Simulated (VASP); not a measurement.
A run of VASP 6.6.1 is set up as follows.

File POSCAR:

```
H13O6F
1.0
    5.9814240000      0.0000000000      0.0000000000
    0.0000000000      5.9814240000      0.0000000000
    0.0000000000      0.0000000000      5.9814240000
O H F
6 13 1
Direct
    0.2314666207      0.0168688928      0.6092863505
    0.5483309660      0.6930456694      0.7079585062
   -0.0514091628      0.6656608861      0.9781951589
    0.4512303425      0.3564368619     -0.0115524330
    0.2898139306      0.8949541113      0.1742561637
    0.8294847515      1.1353818087      1.1217562908
    0.2589684329      0.1701935860      0.6252022930
    0.2281898090     -0.0121542964      0.4469002699
    0.4312852592      0.8072993989      0.6940654934
    0.5609366599      0.6252691667      0.5588134197
   -0.1461023328      0.7189090758      0.8514862013
   -0.0649176517      0.5034085529      0.9776100139
    0.4797185419      0.4121259419      0.1383784196
    0.4969385217      0.4750039455     -0.1144041954
    0.3061478337      1.0368434005      0.0971340604
    0.1890519716      0.8055439641      0.0821209130
    0.7002513114      1.1669963540      1.0250234727
    0.8387133231      0.9773592375      1.1414004424
    0.7435854740      0.2685815284      0.3061812705
    0.6682856791      0.3621378454      0.4262028574
```

Contents of INCAR.step1:

```
PREC = Accurate ; ENCUT = 520
ISMEAR = -1 ; SIGMA = 0.05
LREAL = Auto ; LASPH = True
NELM = 100 ; NBANDS = 44
GGA = PE ; ALGO = Normal
EDIFF = 1E-4 ; LWAVE = True
LCHARG = False
```

INCAR.step2

```
PREC = Accurate ; ENCUT = 520
EDIFF = 1E-7 ; ISMEAR = -1
SIGMA = 0.05 ; LREAL = Auto
LASPH = True ; NELM = 100
ALGO = Normal ; ISIF = 2
LWAVE = False ; LCHARG = False
METAGGA = R2SCAN ; LMIXTAU = True
IVDW = 12 ; VDW_S6 = 1.0
VDW_S8 = 0.78981345 ; VDW_A1 = 0.49484001
VDW_A2 = 5.73083694 ; NBANDS = 44
ISTART = 1
```

KPOINTS

```
regular mesh
0
Gamma
  1 1 1
```

Potentials or basis: VASP PAW PBE potentials, release 64 (O, H, F).

Command:

```bash
$ cat potpaw_PBE.64/O/POTCAR potpaw_PBE.64/H/POTCAR potpaw_PBE.64/F/POTCAR > POTCAR
$ cp INCAR.step1 INCAR
$ mpirun -np 1 vasp_gam > vasp.out
$ cp INCAR.step2 INCAR
$ mpirun -np 1 vasp_gam > vasp.out
```

What does it give for the pressure?

-1.0 GPa.

Estimate the dispersion energy per atom.

-0.015 eV.

What does it give for the largest force?

1.614 eV/Å.

Forces on the atoms (eV/Å):
```
O   -0.416 -1.479 -0.496
O    0.118 -0.270 -0.632
O   -0.646  0.104 -0.867
O    0.157 -0.743  0.557
O    0.256  0.141  0.061
O   -0.414  1.151 -0.054
H    0.364  1.480  0.316
H    0.090 -0.110  0.312
H   -0.036  0.258 -0.040
H    0.130  0.205  0.631
H    0.485 -0.540  0.777
H    0.123  0.449  0.001
H   -0.149  0.155 -0.208
H   -0.156  0.547 -0.273
H    0.004 -0.123 -0.132
H   -0.159 -0.017 -0.002
H   -0.031 -0.071 -0.047
H    0.116 -0.839  0.125
H   -0.004 -0.044  0.569
F    0.169 -0.255 -0.597
```

Caveat: the k points lie up to 1.05 Å⁻¹ apart; the PAW data sets were made with another functional, which shifts forces and pressure a little.
